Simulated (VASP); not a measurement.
NbH: single point with PBEsol

NbH:

```
Nb H
1.0
    -1.59618    1.59618    1.97098
     1.59618   -1.59618    1.97098
     1.59618    1.59618   -1.97098
Nb H
1 1
Direct
  0.00000 0.00000 0.00000
  0.50000 0.50000 0.00000
```

```yaml
Program: VASP 6.6.1
Task: single point
Functional: PBEsol
Potentials_or_basis: VASP PAW PBE potentials, release 64 (Nb_sv, H)
Cutoff: 520 eV
k_mesh: 13 × 13 × 13
Occupations: fermi-dirac, width 0.1 eV
Spin: no spin polarisation
Dipole_correction: no
Further_INCAR_settings: ALGO = Normal; EDIFF = 1e-06; NBANDS = 14
```

```json
{
 "Pressure": "-4.3 GPa",
 "Band gap on the k mesh": "zero (band 7 reaches 14.69 eV, above the bottom of band 8 at 10.65 eV)"
}
```

Stress tensor (GPa, compression positive):
```
-4.41  0.00  0.00
 0.00 -4.41  0.00
 0.00  0.00 -4.07
```

Levels at points of the mesh, in eV from the Fermi level:
```tsv
k point	band 5	band 6	band 7	band 8	band 9	band 10
(0.00, 0.00, 0.00)	-9.69	-0.71	-0.71	0.68	0.95	1.88
```

Run time: 52 s on 1 thread of AMD EPYC 7R13 Processor (Zen 3), with other jobs on the host, peak memory 0.15 GiB.

Caveat: the PAW data sets were made with another functional, which shifts forces and pressure a little.
